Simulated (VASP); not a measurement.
# Si4HO8 in VASP: single point with PBE

Aim: the single point of Si4HO8 with PBE.

Program: VASP 6.6.1. These are calculated values, not measurements. Logs are shortened: lines on timing, memory, paths and dates and some standing lists are left out, and cuts for length are marked.

## (1) The cell of the first run

The cell holds a sheet with vacuum, 26 atoms: a = 10.640 Å, b = 5.320 Å, c = 18.000 Å, α = 90.00°, β = 90.00°, γ = 120.00°.

## (2) Single point, PBE

Contents of INCAR:

```
SYSTEM = Si4HO8
ALGO     = Normal         ! electronic algorithm
EDIFF    = 1E-6           ! SCF threshold, eV
ENCUT    = 520            ! plane-wave cutoff, eV
GGA      = PE             ! functional
ISIF     = 2              ! what is computed and relaxed
ISMEAR   = 0              ! smearing method
LASPH    = .TRUE.         ! aspherical terms in the spheres
LCHARG   = .TRUE.         ! write CHGCAR
LELF     = .TRUE.         ! ELF
LREAL    = Auto         
LVHAR    = .TRUE.       
LWAVE    = .FALSE.        ! write WAVECAR
NBANDS   = 84             ! bands
NELM     = 60             ! most SCF steps
PREC     = Accurate       ! precision mode
SIGMA    = 0.01           ! smearing width, eV
```

Contents of KPOINTS:

```
k-points
0
G
  2 4 1
  0 0 0
```

Contents of POSCAR:

```
Si4HO8
1.0
   10.6400000000      0.0000000000      0.0000000000
   -2.6600000000      4.6072550000      0.0000000000
    0.0000000000      0.0000000000     18.0000000000
Si O H
8 16 2
Direct
    0.1681984261      0.6750031355      0.6534673880
    0.1696531327      0.6733194592      0.4023188004
    0.3313839805      0.3343966758      0.5903898881
    0.3331534014      0.3360398059      0.4078355070
    0.6682541689      0.6711906841      0.5896230970
    0.6695980825      0.6714489875      0.4100765086
    0.8383142856      0.3413635917      0.5910656707
    0.8388795350      0.3409667355      0.4099966141
    0.1707579853      0.6817326326      0.4926275135
    0.3227337741      0.3323435342      0.4992704795
    0.2474778183      0.0139684550      0.6269411118
    0.2510556637      0.0091534316      0.3734838202
   -0.0019956513      0.4983688178      0.6288787497
    0.0013117664      0.5051166890      0.3738899543
    0.2540444069      0.5169037806      0.6181281835
    0.2551020658      0.5079188407      0.3736381569
    0.6693224657      0.6717728865      0.4999233171
    0.8464418191      0.3484826989      0.5006351212
    0.7495866946      0.0045228785      0.6196512807
    0.7529344110      0.0056228223      0.3807405265
    0.4999609973      0.4996043355      0.6178451288
    0.5020988332      0.5023377377      0.3813502980
    0.7521738482      0.5057478266      0.6197073642
    0.7525188153      0.5033472636      0.3807539360
    0.2123835189      0.5776494882      0.5172713336
    0.1763217547      0.6684898054      0.7350722507
```

Potentials or basis: VASP PAW PBE potentials, release 64 (Si, O, H).

The run is started by

```console
> cat potpaw_PBE.64/Si/POTCAR potpaw_PBE.64/O/POTCAR potpaw_PBE.64/H/POTCAR > POTCAR
> mpirun -np 1 vasp_std > vasp.out
```

OUTCAR:

```text
SYSTEM = Si4HO8
   EDIFF = 1E-6
   ENCUT = 520
   GGA = PE
   ISIF = 2
   ISMEAR = 0
   LASPH = .TRUE.
   LREAL = Auto
   NELM = 60
   PREC = Accurate

 ion  position               nearest neighbor table
   1  0.168  0.675  0.653-  26 1.47  13 1.63  11 1.63  15 1.65
   2  0.170  0.673  0.402-   9 1.63  12 1.63  16 1.63  14 1.63   8 3.05   4 3.06   4 3.06
   3  0.331  0.334  0.590-  11 1.62  21 1.63  15 1.63  10 1.64   5 3.10
   4  0.333  0.336  0.408-  12 1.63  22 1.63  16 1.63  10 1.65   2 3.06   2 3.06   6 3.10
   5  0.668  0.671  0.590-  17 1.61  23 1.63  19 1.63  21 1.63   7 3.09   7 3.09   3 3.10
   6  0.670  0.671  0.410-  17 1.62  24 1.63  20 1.63  22 1.63   8 3.08   8 3.08   4 3.10
   7  0.838  0.341  0.591-  13 1.62  18 1.63  23 1.63  19 1.64   5 3.09   5 3.09
   8  0.839  0.341  0.410-  24 1.63  14 1.63  20 1.63  18 1.63   2 3.05   6 3.08   6 3.08
   9  0.171  0.682  0.493-  25 0.97   2 1.63
  10  0.323  0.332  0.499-   3 1.64   4 1.65
  11  0.247  0.014  0.627-   3 1.62   1 1.63
  12  0.251  0.009  0.373-   4 1.63   2 1.63
  13  0.998  0.498  0.629-   7 1.62   1 1.63
  14  0.001  0.505  0.374-   8 1.63   2 1.63
[... 8 lines left out ...]
  23  0.752  0.506  0.620-   5 1.63   7 1.63
  24  0.753  0.503  0.381-   6 1.63   8 1.63
  25  0.212  0.578  0.517-   9 0.97
  26  0.176  0.668  0.735-   1 1.47

  Warning from LATTYP: Monoclinic adjustment (A1->A3, A2->A1, A3->A2)!
  LATTYP: Found a simple orthorhombic cell.
 ALAT       =     5.3199998717
 B/A-ratio  =     1.7320508354
 C/A-ratio  =     3.3834587282

  Lattice vectors:

 A1 = (   2.6600000000,  -4.6072550000,   0.0000000000)
 A2 = (   7.9800000000,   4.6072550000,   0.0000000000)
 A3 = (   0.0000000000,   0.0000000000,  18.0000000000)

Analysis of symmetry for initial positions (statically):
=====================================================================
 Subroutine PRICEL returns:
 Original cell was already a primitive cell.

 Routine SETGRP: Setting up the symmetry group for a
 simple orthorhombic supercell.

 Subroutine GETGRP returns: Found  1 space group operations
 (whereof  1 operations were pure point group operations)
 out of a pool of  8 trial point group operations.

The static configuration has the point symmetry C_1 .

Analysis of symmetry for dynamics (positions and initial velocities):
=====================================================================
 Subroutine PRICEL returns:
 Original cell was already a primitive cell.

 Routine SETGRP: Setting up the symmetry group for a
 simple orthorhombic supercell.

 Subroutine GETGRP returns: Found  1 space group operations
 (whereof  1 operations were pure point group operations)
 out of a pool of  8 trial point group operations.

The dynamic configuration has the point symmetry C_1 .

 Subroutine INISYM returns: Found  1 space group operations
 (whereof  1 operations are pure point group operations),
 and found     1 'primitive' translations

----------------------------------------------------------------------------------------

                                     Primitive cell

  volume of cell :     882.3815

  direct lattice vectors                    reciprocal lattice vectors
    10.640000000  0.000000000  0.000000000     0.093984962  0.054262245  0.000000000
    -2.660000000  4.607255000  0.000000000     0.000000000  0.217048980  0.000000000
     0.000000000  0.000000000 18.000000000     0.000000000  0.000000000  0.055555556

  length of vectors
    10.640000000  5.319999872 18.000000000     0.108524488  0.217048980  0.055555556

  position of ions in fractional coordinates (direct lattice)
     0.168198426  0.675003135  0.653467388
     0.169653133  0.673319459  0.402318800
     0.331383981  0.334396676  0.590389888
     0.333153401  0.336039806  0.407835507
     0.668254169  0.671190684  0.589623097
     0.669598083  0.671448987  0.410076509
[... 18 lines left out ...]
     0.212383519  0.577649488  0.517271334
     0.176321755  0.668489805  0.735072251

  ion indices of the primitive-cell ions
   primitive index   ion index
                 1           1
                 2           2
                 3           3
                 4           4
                 5           5
                 6           6
[... 18 lines left out ...]
                25          25
                26          26

----------------------------------------------------------------------------------------

 KPOINTS: k-points

Automatic generation of k-mesh.
 Grid dimensions read from file:
 generate k-points for:    2    4    1

 Generating k-lattice:

  Cartesian coordinates                     Fractional coordinates (reciprocal lattice)
     0.046992481  0.027131123  0.000000000     0.500000000  0.000000000  0.000000000
     0.000000000  0.054262245  0.000000000     0.000000000  0.250000000  0.000000000
     0.000000000  0.000000000  0.055555556     0.000000000  0.000000000  1.000000000

  Length of vectors
     0.054262244  0.054262245  0.055555556

  Shift w.r.t. Gamma in fractional coordinates (k-lattice)
     0.000000000  0.000000000  0.000000000

 Subroutine IBZKPT returns following result:
 ===========================================

 Found      6 irreducible k-points:

 Following reciprocal coordinates:
            Coordinates               Weight
  0.000000  0.000000  0.000000      1.000000
  0.500000  0.000000  0.000000      1.000000
  0.000000  0.250000  0.000000      2.000000
  0.500000  0.250000  0.000000      2.000000
  0.000000  0.500000  0.000000      1.000000
  0.500000  0.500000  0.000000      1.000000
   k-points           NKPTS =      6   k-points in BZ     NKDIM =      6   number of bands    NBANDS=     84
   number of dos      NEDOS =    301   number of ions     NIONS =     26
   total plane-waves  NPLWV = 448000
   dimension x,y,z NGX =    80 NGY =   40 NGZ =  140
   dimension x,y,z NGXF=   160 NGYF=   80 NGZF=  280
   ions per type =               8  16   2
   NGX,Y,Z   is equivalent  to a cutoff of  12.50, 12.50, 12.93 a.u.
   NGXF,Y,Z  is equivalent  to a cutoff of  25.00, 25.00, 25.86 a.u.
 SYSTEM =  Si4HO8
   PREC   = accura    normal or accurate (medium, high low for compatibility)
   ISTART =      0    job   : 0-new  1-cont  2-samecut
   ICHARG =      2    charge: 1-file 2-atom 10-const
   ISPIN  =      1    spin polarized calculation?
   LNONCOLLINEAR =      F non collinear calculations
   LSORBIT =      F    spin-orbit coupling
   LASPH  =      T    aspherical Exc in radial PAW
   ENCUT  =  520.0 eV  38.22 Ry    6.18 a.u.  19.78  9.89 33.47*2*pi/ulx,y,z
   NELM   =     60;   NELMIN=  2; NELMDL= -5     # of ELM steps
   EDIFF  = 0.1E-05   stopping-criterion for ELM
   LREAL  =      T    real-space projection
   EDIFFG = 0.1E-04   stopping-criterion for IOM
   NSW    =      0    number of steps for IOM
   IBRION =     -1    ionic relax: 0-MD 1-quasi-New 2-CG
   NFREE  =      0    steps in history (QN), initial steepest desc. (CG)
   ISIF   =      2    stress and relaxation
   ISYM   =      2    0-nonsym 1-usesym 2-fastsym
   POTIM  = 0.5000    time-step for ionic-motion
   TEBEG  =    0.0;   TEEND  =   0.0 temperature during run
   PSTRESS=    0.0 pullay stress
   NELECT =     130.0000    total number of electrons
   NUPDOWN=      -1.0000    fix difference up-down
   EMIN   =  10.00;   EMAX   =-10.00  energy-range for DOS
   EFERMI =   0.00;   METHOD = LEGACY
   ISMEAR =     0;   SIGMA  =   0.01  broadening in eV -4-tet -1-fermi 0-gaus
   EFERMI_NEDOS =   21; number of points for ismear=-14 and -15
   IALGO  =     38    algorithm
   IMIX   =      4    mixing-type and parameters
     AMIX     =   0.40;   BMIX     =  1.00
     AMIX_MAG =   1.60;   BMIX_MAG =  1.00
  volume/ion in A,a.u.               =      33.94       229.02
  Fermi-wavevector in a.u.,A,eV,Ry     =   0.864644  1.633940 10.171833  0.747609
  Thomas-Fermi vector in A             =   1.982771
   LORBIT       =      0    0 simple, 1 ext, 2 COOP (PROOUT), +10 PAW based schemes
   GGA     = PE    functional components
   LHFCALC =     F    Hartree Fock is set to
   AEXX    =    0.0000 exact exchange contribution
   IVDW    =     0    specifies the selected vdW correction
   LEPSILON=     F    determine dielectric tensor
   LRPA    =     F    only Hartree local field effects (RPA)
 non-spin polarized calculation
 Gauss-broadening in eV      SIGMA  =   0.01
  energy-cutoff  :      520.00
  volume of cell :      882.38
 maximum number of plane-waves:     23836
 NGX is ok and might be reduce to    80
   NGX = 39   NGY = 19   NGZ = 67

 number of electron     129.9999995 magnetization

 Free energy of the ion-electron system (eV)
  ---------------------------------------------------
  ext. energy  EPLUGINS =         0.00000000
  ---------------------------------------------------
  free energy    TOTEN  =      -195.01949932 eV

  energy without entropy =     -195.01949932  energy(sigma->0) =     -195.01949932

 E-fermi :  -4.4263     XC(G=0):  -3.8851

 val. band max:       -4.5474511033   @ k =   0.0000   0.0000   0.0000
 cond. band min:       0.9645103943   @ k =   0.0000   0.0000   0.0000
 fundamental gap:      5.5119614975
 Fermi energy:        -4.4263187523

 k-point     1 :       0.0000    0.0000    0.0000
  band No.  band energies     occupation
      1     -23.9744      2.00000
      2     -23.5951      2.00000
      3     -23.5120      2.00000
      4     -23.1103      2.00000
      5     -23.0223      2.00000
      6     -22.6101      2.00000
[... 69 lines left out ...]
     76       3.9525      0.00000
     77       4.1453      0.00000

 k-point     2 :       0.5000    0.0000    0.0000
  band No.  band energies     occupation
      1     -23.8723      2.00000
      2     -23.7815      2.00000
      3     -23.3830      2.00000
      4     -23.3427      2.00000
      5     -22.7577      2.00000
      6     -22.6510      2.00000
[... 69 lines left out ...]
     76       3.9798      0.00000
     77       4.1767      0.00000
[... 238 lines left out ...]
     76       4.2689      0.00000
     77       4.4043      0.00000

 k-point     6 :       0.5000    0.5000    0.0000
  band No.  band energies     occupation
      1     -23.6459      2.00000
      2     -23.4693      2.00000
      3     -23.1853      2.00000
      4     -23.1179      2.00000
      5     -23.1110      2.00000
      6     -22.9420      2.00000
[... 69 lines left out ...]
     76       4.4588      0.00000
     77       4.5231      0.00000
 [bands above 77 left out]

------------------------ aborting loop because EDIFF is reached ----------------------------------------

  FORCE on cell =-STRESS in cart. coord.  units (eV):
  Direction    XX          YY          ZZ          XY          YZ          ZX
  --------------------------------------------------------------------------------------
  -------------------------------------------------------------------------------------
  Total       -2.4987401     -2.7178024     -0.0940887     -0.5424123     -0.0274706      0.0419469
  in kB       -4.5370679     -4.9348287     -0.1708408     -0.9848809     -0.0498796      0.0761647
  external PRESSURE =      -3.2142458 kB  Pullay stress =       0.0000000 kB

 VOLUME and BASIS-vectors are now :
 -----------------------------------------------------------------------------
  energy-cutoff  :      520.00
  volume of cell :      882.38
      direct lattice vectors                 reciprocal lattice vectors
    10.640000000  0.000000000  0.000000000     0.093984962  0.054262245  0.000000000
    -2.660000000  4.607255000  0.000000000     0.000000000  0.217048980  0.000000000
     0.000000000  0.000000000 18.000000000     0.000000000  0.000000000  0.055555556

 POSITION                                       TOTAL-FORCE (eV/Angst)
 -----------------------------------------------------------------------------------
     -0.00588      3.10991     11.76241        -0.000558      0.002871      0.062825
      0.01408      3.10215      7.24174        -0.024236      0.015649     -0.088998
      2.63643      1.54065     10.62702        -0.020007     -0.012195      0.019467
      2.65089      1.54822      7.34104         0.004047     -0.002289     -0.036132
      5.32486      3.09235     10.61322        -0.001284     -0.003986      0.048980
      5.33847      3.09354      7.38138        -0.003260     -0.002357     -0.050220
[... 18 lines left out ...]
      0.72321      2.66138      9.31088         0.057190     -0.035471      0.079110
      0.09788      3.07990     13.23130         0.000273     -0.000254     -0.021273
 -----------------------------------------------------------------------------------
    total drift:                               -0.013665     -0.020118      0.011805

  FREE ENERGIE OF THE ION-ELECTRON SYSTEM (eV)
  ---------------------------------------------------
  free  energy   TOTEN  =      -195.0194993227 eV

  energy  without entropy=     -195.0194993227  energy(sigma->0) =     -195.01949932
```

Run time: 33 min. Hardware: 1 thread of Intel Xeon 8259CL, shared host; peak memory 0.99 GiB.

Results:

```
Free energy            : -195.0195 eV
Largest force          : 0.104 eV/Å
Band gap on the k mesh : 5.51 eV
```

Forces on the atoms (eV/Å):
```
Si  -0.001  0.003  0.063
Si  -0.024  0.016 -0.089
Si  -0.020 -0.012  0.019
Si   0.004 -0.002 -0.036
Si  -0.001 -0.004  0.049
Si  -0.003 -0.002 -0.050
Si   0.016  0.008  0.036
Si  -0.001  0.001 -0.043
O   -0.035  0.025 -0.003
O    0.004  0.008 -0.005
O    0.007  0.006 -0.006
O    0.005 -0.010  0.005
O    0.002  0.002 -0.007
O    0.007 -0.004  0.011
O   -0.008  0.004 -0.013
O   -0.008  0.003  0.007
O    0.000  0.003  0.000
O   -0.001 -0.004 -0.005
O    0.002 -0.002 -0.009
O   -0.004 -0.002  0.012
O    0.002  0.005 -0.011
O   -0.003  0.000  0.014
O    0.001 -0.003 -0.010
O    0.001 -0.001  0.013
H    0.057 -0.035  0.079
H    0.000  0.000 -0.021
```
